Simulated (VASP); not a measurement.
Here is a VASP 6.6.1 calculation.

File INCAR:

```
PREC = Accurate ; ENCUT = 520
EDIFF = 1E-7 ; ISMEAR = 0
SIGMA = 0.05 ; LREAL = F
LASPH = T ; NELM = 60
ALGO = Normal ; ISIF = 2
LWAVE = F ; LCHARG = F
GGA = PE ; NBANDS = 35
```

File KPOINTS:

```
Automatic mesh
0
Gamma
  9 9 2
```

The input POSCAR:

```
WSe2
1.0
   -3.3206937274      0.0000000000      0.0000000000
   -1.6603468637     -2.8758051261      0.0000000000
   -4.5661199098     -2.6362505591     15.2573262715
W Se
2 4
Direct
    0.1041583333      0.1041583333      0.2500000000
   -0.0208583333     -0.0208583333      0.7500000000
   -0.2533729305     -0.2533729305      0.6400199235
    0.5383104028      0.5383104028      0.1400199235
   -0.4550104028     -0.4550104028      0.8599800765
    0.3366729305      0.3366729305      0.3599800765
```

Potentials or basis: VASP PAW PBE potentials, release 64 (W_sv, Se).

Launch:

```bash
$ cat potpaw_PBE.64/W_sv/POTCAR potpaw_PBE.64/Se/POTCAR > POTCAR
$ mpirun -np 1 vasp_std > vasp.out
```

(1) What does it give for the band gap on the k mesh?

(2) Estimate the pressure.

(3) Predict the largest force.

## Answers

(1) 1.53 eV.

(2) 0.3 GPa.

(3) 0.049 eV/Å.

Caveat: spin-orbit coupling is left out, which moves the levels of the heavy elements; an odd mesh through Γ misses points on the zone boundary, where band edges can lie; this functional lacks dispersion, which binds the layers, so the pressure and a relaxed spacing across them are unreliable.
